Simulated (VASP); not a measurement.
# LaY3Ga (P1) in VASP: further runs

LaY3Ga is run at these levels: PBE; tasks: single point.

Program: VASP 6.6.1. These are calculated values, not measurements. Logs are shortened: lines on timing, memory, paths and dates and some standing lists are left out, and cuts for length are marked.

## (1) The cell of the first run

The typed cell holds 10 atoms: a = 6.828 Å, b = 6.828 Å, c = 6.828 Å, α = 60.47°, β = 60.47°, γ = 60.47°.

## (2) Single point, PBE

Contents of INCAR:

```
SYSTEM = LaY3Ga
  ALGO = Normal
  EDIFF = 1E-6
  ENCUT = 520
  GGA = PE
  ISIF = 2
  ISMEAR = 1
  LASPH = .TRUE.
  LCHARG = .FALSE.
  LREAL = .FALSE.
  LWAVE = .FALSE.
  NBANDS = 68
  NELM = 100
  PREC = Accurate
  SIGMA = 0.15
```

Contents of KPOINTS:

```
k-points
0
G
  3 3 3
  0 0 0
```

Contents of POSCAR:

```
LaY3Ga
1.0
    3.4385986600      1.9852780300      5.5554572300
   -3.4385986600      1.9852780300      5.5554572300
    0.0000000000     -3.9705495600      5.5554595500
Ga Y La
2 6 2
Direct
    0.0016404296      0.0006452567      0.0029138845
    0.5026795632      0.5026615326      0.4955189604
    0.8101696376      0.6935779560      0.2492952286
    0.2506158409      0.8047819965      0.6917997366
    0.6936228288      0.2479593037      0.8056945954
    0.1902291031      0.3090437833      0.7522599699
    0.7500419934      0.1938904361      0.3072902871
    0.3004190523      0.7500929320      0.1956913900
    0.2520585161      0.2435146286      0.2492804740
    0.7489104228      0.7552438168      0.7502060661
```

Potentials or basis: VASP PAW PBE potentials, release 64 (Ga_d, Y_sv, La).

Launch:

```sh
$ cat potpaw_PBE.64/Ga_d/POTCAR potpaw_PBE.64/Y_sv/POTCAR potpaw_PBE.64/La/POTCAR > POTCAR
$ mpirun -np 1 vasp_std > vasp.out
```

OUTCAR:

```text
SYSTEM = LaY3Ga
   EDIFF = 1E-6
   ENCUT = 520
   GGA = PE
   ISIF = 2
   ISMEAR = 1
   LASPH = .TRUE.
   LREAL = .FALSE.
   NELM = 100
   PREC = Accurate

 ion  position               nearest neighbor table
   1  0.002  0.001  0.003-   8 2.41   7 2.44   6 2.44   3 2.45   5 2.48   4 2.49
   2  0.503  0.503  0.496-   4 2.44   7 2.44   3 2.45   8 2.46   5 2.46   6 2.49
   3  0.810  0.694  0.249-   2 2.45   1 2.45   9 3.07   8 3.38  10 3.43   7 3.43   7 3.44  10 3.45
                             8 3.49   4 3.50   5 3.50   4 3.51   5 3.51   9 3.81   6 4.31   6 4.31
   4  0.251  0.805  0.692-   2 2.44   1 2.49   9 3.03   6 3.41  10 3.42   8 3.42   8 3.44  10 3.45
                             6 3.47   3 3.50   5 3.50   5 3.51   3 3.51   9 3.85   7 4.32   7 4.34
   5  0.694  0.248  0.806-   2 2.46   1 2.48   9 3.04  10 3.39   7 3.42   6 3.43   6 3.44   7 3.45
                            10 3.48   3 3.50   4 3.50   4 3.51   3 3.51   9 3.83   8 4.35   8 4.35
   6  0.190  0.309  0.752-   1 2.44   2 2.49  10 3.05   9 3.41   4 3.41   5 3.43   5 3.44   4 3.47
                             9 3.47   7 3.49   8 3.49   8 3.51   7 3.52  10 3.83   3 4.31   3 4.31
   7  0.750  0.194  0.307-   1 2.44   2 2.44  10 3.03   5 3.42   9 3.42   3 3.43   3 3.44   9 3.45
                             5 3.45   8 3.48   6 3.49   8 3.52   6 3.52  10 3.85   4 4.32   4 4.34
   8  0.300  0.750  0.196-   1 2.41   2 2.46  10 3.07   3 3.38   9 3.41   4 3.42   4 3.44   9 3.46
                             7 3.48   3 3.49   6 3.49   6 3.51   7 3.52  10 3.80   5 4.35   5 4.35
   9  0.252  0.244  0.249-   4 3.03   5 3.04   3 3.07   8 3.41   6 3.41   7 3.42   7 3.45   8 3.46
                             6 3.47   3 3.81   5 3.83   4 3.85
  10  0.749  0.755  0.750-   7 3.03   6 3.05   8 3.07   5 3.39   4 3.42   3 3.43   3 3.45   4 3.45
                             5 3.48   8 3.80   6 3.83   7 3.85

  LATTYP: Found a trigonal (rhomboedric) cell.
 ALAT       =     6.8284987102
 COS(alpha) =     0.4928428981

  Lattice vectors:

 A1 = (   3.4385986600,   1.9852780300,   5.5554572300)
 A2 = (  -3.4385986600,   1.9852780300,   5.5554572300)
 A3 = (   0.0000000000,  -3.9705495600,   5.5554595500)

Analysis of symmetry for initial positions (statically):
=====================================================================
 Subroutine PRICEL returns:
 Original cell was already a primitive cell.

 Routine SETGRP: Setting up the symmetry group for a
 trigonal (rhombohedral) supercell.

 Subroutine GETGRP returns: Found  1 space group operations
 (whereof  1 operations were pure point group operations)
 out of a pool of 12 trial point group operations.

The static configuration has the point symmetry C_1 .

Analysis of symmetry for dynamics (positions and initial velocities):
=====================================================================
 Subroutine PRICEL returns:
 Original cell was already a primitive cell.

 Routine SETGRP: Setting up the symmetry group for a
 trigonal (rhombohedral) supercell.

 Subroutine GETGRP returns: Found  1 space group operations
 (whereof  1 operations were pure point group operations)
 out of a pool of 12 trial point group operations.

The dynamic configuration has the point symmetry C_1 .

 Subroutine INISYM returns: Found  1 space group operations
 (whereof  1 operations are pure point group operations),
 and found     1 'primitive' translations

----------------------------------------------------------------------------------------

                                     Primitive cell

  volume of cell :     227.5482

  direct lattice vectors                    reciprocal lattice vectors
     3.438598660  1.985278030  5.555457230     0.145408072  0.083951413  0.060001021
    -3.438598660  1.985278030  5.555457230    -0.145408072  0.083951413  0.060001021
     0.000000000 -3.970549560  5.555459550     0.000000000 -0.167902755  0.060001119

  length of vectors
     6.828498710  6.828498710  6.828498709     0.178301625  0.178301625  0.178301625

  position of ions in fractional coordinates (direct lattice)
     0.001640430  0.000645257  0.002913885
     0.502679563  0.502661533  0.495518960
     0.810169638  0.693577956  0.249295229
     0.250615841  0.804781996  0.691799737
     0.693622829  0.247959304  0.805694595
     0.190229103  0.309043783  0.752259970
     0.750041993  0.193890436  0.307290287
     0.300419052  0.750092932  0.195691390
     0.252058516  0.243514629  0.249280474
     0.748910423  0.755243817  0.750206066

  ion indices of the primitive-cell ions
   primitive index   ion index
                 1           1
                 2           2
                 3           3
                 4           4
                 5           5
                 6           6
                 7           7
                 8           8
                 9           9
                10          10

----------------------------------------------------------------------------------------

 KPOINTS: k-points

Automatic generation of k-mesh.
 Grid dimensions read from file:
 generate k-points for:    3    3    3

 Generating k-lattice:

  Cartesian coordinates                     Fractional coordinates (reciprocal lattice)
     0.048469357  0.027983804  0.020000340     0.333333333  0.000000000  0.000000000
    -0.048469357  0.027983804  0.020000340     0.000000000  0.333333333  0.000000000
     0.000000000 -0.055967585  0.020000373    -0.000000000 -0.000000000  0.333333333

  Length of vectors
     0.059433875  0.059433875  0.059433875

  Shift w.r.t. Gamma in fractional coordinates (k-lattice)
     0.000000000  0.000000000  0.000000000

 Subroutine IBZKPT returns following result:
 ===========================================

 Found     14 irreducible k-points:

 Following reciprocal coordinates:
            Coordinates               Weight
  0.000000  0.000000  0.000000      1.000000
  0.333333  0.000000 -0.000000      2.000000
  0.000000  0.333333 -0.000000      2.000000
  0.000000  0.000000  0.333333      2.000000
  0.333333  0.333333  0.000000      2.000000
 -0.333333  0.000000 -0.333333      2.000000
 -0.000000  0.333333  0.333333      2.000000
 -0.333333  0.333333  0.000000      2.000000
  0.333333 -0.000000 -0.333333      2.000000
  0.000000 -0.333333  0.333333      2.000000
  0.333333  0.333333  0.333333      2.000000
 -0.333333  0.333333  0.333333      2.000000
  0.333333 -0.333333  0.333333      2.000000
  0.333333  0.333333 -0.333333      2.000000
   k-points           NKPTS =     14   k-points in BZ     NKDIM =     14   number of bands    NBANDS=     68
   number of dos      NEDOS =    301   number of ions     NIONS =     10
   total plane-waves  NPLWV = 157464
   dimension x,y,z NGX =    54 NGY =   54 NGZ =   54
   dimension x,y,z NGXF=   108 NGYF=  108 NGZF=  108
   ions per type =               2   6   2
   NGX,Y,Z   is equivalent  to a cutoff of  13.15, 13.15, 13.15 a.u.
   NGXF,Y,Z  is equivalent  to a cutoff of  26.29, 26.29, 26.29 a.u.
 SYSTEM =  LaY3Ga
   PREC   = accura    normal or accurate (medium, high low for compatibility)
   ISTART =      0    job   : 0-new  1-cont  2-samecut
   ICHARG =      2    charge: 1-file 2-atom 10-const
   ISPIN  =      1    spin polarized calculation?
   LNONCOLLINEAR =      F non collinear calculations
   LSORBIT =      F    spin-orbit coupling
   LASPH  =      T    aspherical Exc in radial PAW
   ENCUT  =  520.0 eV  38.22 Ry    6.18 a.u.  12.70 12.70 12.70*2*pi/ulx,y,z
   NELM   =    100;   NELMIN=  2; NELMDL= -5     # of ELM steps
   EDIFF  = 0.1E-05   stopping-criterion for ELM
   LREAL  =      F    real-space projection
   EDIFFG = 0.1E-04   stopping-criterion for IOM
   NSW    =      0    number of steps for IOM
   IBRION =     -1    ionic relax: 0-MD 1-quasi-New 2-CG
   NFREE  =      0    steps in history (QN), initial steepest desc. (CG)
   ISIF   =      2    stress and relaxation
   ISYM   =      2    0-nonsym 1-usesym 2-fastsym
   POTIM  = 0.5000    time-step for ionic-motion
   TEBEG  =    0.0;   TEEND  =   0.0 temperature during run
   PSTRESS=    0.0 pullay stress
   NELECT =     114.0000    total number of electrons
   NUPDOWN=      -1.0000    fix difference up-down
   EMIN   =  10.00;   EMAX   =-10.00  energy-range for DOS
   EFERMI =   0.00;   METHOD = LEGACY
   ISMEAR =     1;   SIGMA  =   0.15  broadening in eV -4-tet -1-fermi 0-gaus
   EFERMI_NEDOS =   21; number of points for ismear=-14 and -15
   IALGO  =     38    algorithm
   IMIX   =      4    mixing-type and parameters
     AMIX     =   0.40;   BMIX     =  1.00
     AMIX_MAG =   1.60;   BMIX_MAG =  1.00
  volume/ion in A,a.u.               =      22.75       153.56
  Fermi-wavevector in a.u.,A,eV,Ry     =   1.300225  2.457070 23.001818  1.690586
  Thomas-Fermi vector in A             =   2.431438
   LORBIT       =      0    0 simple, 1 ext, 2 COOP (PROOUT), +10 PAW based schemes
   GGA     = PE    functional components
   LHFCALC =     F    Hartree Fock is set to
   AEXX    =    0.0000 exact exchange contribution
   IVDW    =     0    specifies the selected vdW correction
   LEPSILON=     F    determine dielectric tensor
   LRPA    =     F    only Hartree local field effects (RPA)
 non-spin polarized calculation
 Methfessel and Paxton  Order N= 1 SIGMA  =   0.15
  energy-cutoff  :      520.00
  volume of cell :      227.55
 maximum number of plane-waves:      6142
 NGX is ok and might be reduce to    54
   NGX = 25   NGY = 25   NGZ = 25

 number of electron     114.0000003 magnetization

 Free energy of the ion-electron system (eV)
  ---------------------------------------------------
  ext. energy  EPLUGINS =         0.00000000
  ---------------------------------------------------
  free energy    TOTEN  =       -45.90647346 eV

  energy without entropy =      -45.90524792  energy(sigma->0) =      -45.90606494

 E-fermi :   6.4510     XC(G=0): -10.8886

 val. band max:        6.4276498347   @ k =  -0.3333   0.0000  -0.3333
 cond. band min:       6.4698464684   @ k =  -0.3333   0.3333   0.0000
 fundamental gap:      0.0421966337
 Fermi energy:         6.4510149958

 k-point     1 :       0.0000    0.0000    0.0000
  band No.  band energies     occupation
      1     -35.2954      2.00000
      2     -35.2179      2.00000
      3     -35.2146      2.00000
      4     -35.2012      2.00000
      5     -35.1765      2.00000
      6     -35.1686      2.00000
[... 60 lines left out ...]
     67       8.4440     -0.00000
     68       8.6367     -0.00000

 k-point     2 :       0.3333    0.0000   -0.0000
  band No.  band energies     occupation
      1     -35.2750      2.00000
      2     -35.2345      2.00000
      3     -35.2089      2.00000
      4     -35.1970      2.00000
      5     -35.1846      2.00000
      6     -35.1745      2.00000
[... 60 lines left out ...]
     67       8.4251     -0.00000
     68       8.4690     -0.00000

 k-point     3 :       0.0000    0.3333   -0.0000
  band No.  band energies     occupation
      1     -35.2752      2.00000
      2     -35.2354      2.00000
      3     -35.2068      2.00000
      4     -35.1981      2.00000
      5     -35.1825      2.00000
      6     -35.1766      2.00000
[... 770 lines left out ...]
     67       8.1984     -0.00000
     68       8.3530     -0.00000

 k-point    14 :       0.3333    0.3333   -0.3333
  band No.  band energies     occupation
      1     -35.2508      2.00000
      2     -35.2356      2.00000
      3     -35.2168      2.00000
      4     -35.2079      2.00000
      5     -35.1874      2.00000
      6     -35.1764      2.00000
[... 60 lines left out ...]
     67       8.2219     -0.00000
     68       8.4776     -0.00000

------------------------ aborting loop because EDIFF is reached ----------------------------------------

  FORCE on cell =-STRESS in cart. coord.  units (eV):
  Direction    XX          YY          ZZ          XY          YZ          ZX
  --------------------------------------------------------------------------------------
  -------------------------------------------------------------------------------------
  Total       46.9610886     45.8868192     42.4095273     -0.4077700     -0.0282518     -0.0333960
  in kB      330.6551316    323.0911521    298.6073843     -2.8711269     -0.1989220     -0.2351426
  external PRESSURE =     317.4512227 kB  Pullay stress =       0.0000000 kB

 VOLUME and BASIS-vectors are now :
 -----------------------------------------------------------------------------
  energy-cutoff  :      520.00
  volume of cell :      227.55
      direct lattice vectors                 reciprocal lattice vectors
     3.438598660  1.985278030  5.555457230     0.145408072  0.083951413  0.060001021
    -3.438598660  1.985278030  5.555457230    -0.145408072  0.083951413  0.060001021
     0.000000000 -3.970549560  5.555459550     0.000000000 -0.167902755  0.060001119

 POSITION                                       TOTAL-FORCE (eV/Angst)
 -----------------------------------------------------------------------------------
      0.00342     -0.00703      0.02889        -0.261990      0.440003     -0.552809
      0.00006      0.02840      8.33797         0.023807     -0.147474     -0.158449
      0.40091      1.99552      9.73895         0.706732     -0.115080     -0.084200
     -1.90556     -0.65157      9.70648        -0.680891      0.246855      0.379988
      1.53246     -1.32975      9.70692        -0.242749     -0.550875      0.096234
     -0.40856     -1.99569      6.95284        -0.624478      0.427793      0.194063
      1.91238      0.65386      6.95112         0.281490     -0.628353     -0.105281
     -1.54625      1.30856      6.92323         0.864676      0.417049      0.298453
      0.02938     -0.00593      4.13800        -0.026678     -0.004954      0.052908
     -0.02178      0.00743     12.52400        -0.039918     -0.084965     -0.120907
 -----------------------------------------------------------------------------------
    total drift:                               -0.000337      0.000629      0.000313

  FREE ENERGIE OF THE ION-ELECTRON SYSTEM (eV)
  ---------------------------------------------------
  free  energy   TOTEN  =       -45.9064734562 eV

  energy  without entropy=      -45.9052479155  energy(sigma->0) =      -45.90606494
```

It took 8.1 min on 1 thread of Intel Xeon Platinum 8488C (Sapphire Rapids), shared host; peak memory 0.51 GiB.

What came out:

- Free energy: -45.9065 eV
- Pressure: 31.7 GPa
- Largest force: 1.005 eV/Å
- Band gap on the k mesh: zero (bands 57 and 58 overlap by 0.57 eV)

Forces in eV/Å, atoms in the order of the input:
```
Ga  -0.262  0.440 -0.553
Ga   0.024 -0.147 -0.158
Y    0.707 -0.115 -0.084
Y   -0.681  0.247  0.380
Y   -0.243 -0.551  0.096
Y   -0.624  0.428  0.194
Y    0.281 -0.628 -0.105
Y    0.865  0.417  0.298
La  -0.027 -0.005  0.053
La  -0.040 -0.085 -0.121
```

Caveat: the k points lie up to 0.37 Å⁻¹ apart, too coarse for converged energies and pressures of a metal; spin-orbit coupling is left out, which moves the levels of the heavy elements; forces of over 1 eV/Å act on the atoms, so gaps and moduli don't describe the material at rest.

(Continued in part 2 of 2.)

The gap in the log of VASP goes by the Fermi energy; the results here count the filled bands.